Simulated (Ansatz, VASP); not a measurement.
# Two plane-wave programs on Ta

File INCAR:

```
PREC = Accurate
ENCUT = 600
EDIFF = 1E-6
ISMEAR = -1
SIGMA = 0.1
LREAL = False
LASPH = True
NELM = 60
ALGO = Normal
ISIF = 3
LWAVE = False
LCHARG = False
GGA = CA
IBRION = 2
NSW = 80
EDIFFG = -0.01
```

File KPOINTS:

```
regular mesh
0
Gamma
  13 13 13
```

File POSCAR:

```
Ta
1.0
   -1.6529000000      1.6529000000      1.6529000000
    1.6529000000     -1.6529000000      1.6529000000
    1.6529000000      1.6529000000     -1.6529000000
Ta
1
Direct
    0.0000000000      0.0000000000      0.0000000000
```

Input for Ansatz:

```yaml
crystal:
  lattice:
    - [-1.6529, 1.6529, 1.6529]
    - [1.6529, -1.6529, 1.6529]
    - [1.6529, 1.6529, -1.6529]
  atoms:
    - { symbol: Ta, position: [0.0, 0.0, 0.0] }
hamiltonian:
  xc: lda
  pseudopotentials:
    kind: paw
    azcp:
      Ta: "pseudopotentials/Ta.paw.azcp"
basis:
  ecutwfc: 420
  fft_grid_basis: typed
kpoints:
  mp_grid: { grid: [13, 13, 13], shift: [0, 0, 0] }
magnetization:
  spin_polarized: false
scf:
  occupations: { method: fermi_dirac, width: 0.1 }
relax:
  max_steps: 60
  f_tol: 0.01
  cell: {}
```

Alike in both runs: task relaxation of cell and atoms; functional LDA; k mesh 13 × 13 × 13; occupations fermi-dirac, width 0.1 eV; no spin polarisation.

|  | VASP | Ansatz |
| --- | --- | --- |
| version | VASP 6.6.1 | Ansatz 0.2.0 |
| potentials or method | VASP PAW LDA potentials, release 64 (Ta_pv), cutoff 600 eV | plane waves (420 eV) with PAW, scalar-relativistic |
| valence electrons in the cell | 11 | 13 |

```tsv
	VASP	Ansatz	Ansatz less VASP
relaxed volume (Å³/atom)	17.32	17.25	-0.068
relaxed cell length with the largest relative difference (Å)	2.823	2.819	-0.0037
```

Ansatz warns that its potentials were made for another functional, while VASP's fit it. LDA's correlation is that of Perdew and Zunger in VASP and of Perdew and Wang (1992) in Ansatz. VASP's potentials hold 11 valence electrons a cell and Ansatz's 13, so a difference there can come from the potentials and not from the codes.

Neither program's run includes spin-orbit coupling.
